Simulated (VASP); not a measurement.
The system is SiO2.

```
CELL_PARAMETERS angstrom
-4.45849 4.45849 4.45849
4.45849 -4.45849 4.45849
4.45849 4.45849 -4.45849
ATOMIC_POSITIONS crystal
Si 0.50000 0.75000 0.25000
Si 0.75000 0.50000 0.25000
Si 0.25000 0.75000 0.50000
Si 0.25000 0.50000 0.75000
Si 0.50000 0.25000 0.75000
Si 0.75000 0.25000 0.50000
O 0.66265 0.36836 0.00000
O 0.29429 0.63164 0.63164
O 0.66265 0.00000 0.36836
O 0.36836 0.66265 0.00000
O 0.00000 0.66265 0.36836
O 0.63164 0.29429 0.63164
O 0.63164 0.63164 0.29429
O 0.00000 0.36836 0.66265
O 0.36836 0.00000 0.66265
O 0.33735 0.33735 0.70571
O 0.70571 0.33735 0.33735
O 0.33735 0.70571 0.33735
```

Base run:

- Program: VASP 6.6.1
- Functional: r2SCAN
- Potentials or basis: VASP PAW PBE potentials, release 64 (Si, O)
- Cutoff: 520 eV
- k mesh: 4 × 4 × 4
- Occupations: fermi-dirac, width 0.02 eV
- Spin: no spin polarisation

Its results: band gap on the k mesh 6.31 eV, direct; pressure 0.0 GPa; largest force 0.024 eV/Å.

The run is repeated on the same cell with these changes: functional from r2SCAN to PBE. What comes out?

Band gap on the k mesh 5.58 eV, direct; pressure 3.1 GPa; largest force 0.228 eV/Å.

r2SCAN gives the wider gap, since meta-GGAs in the generalised Kohn-Sham scheme recover part of the derivative discontinuity.

Caveats: the PAW data sets were made with another functional, which shifts forces and pressure a little (some runs).

A k mesh can miss the band edges.
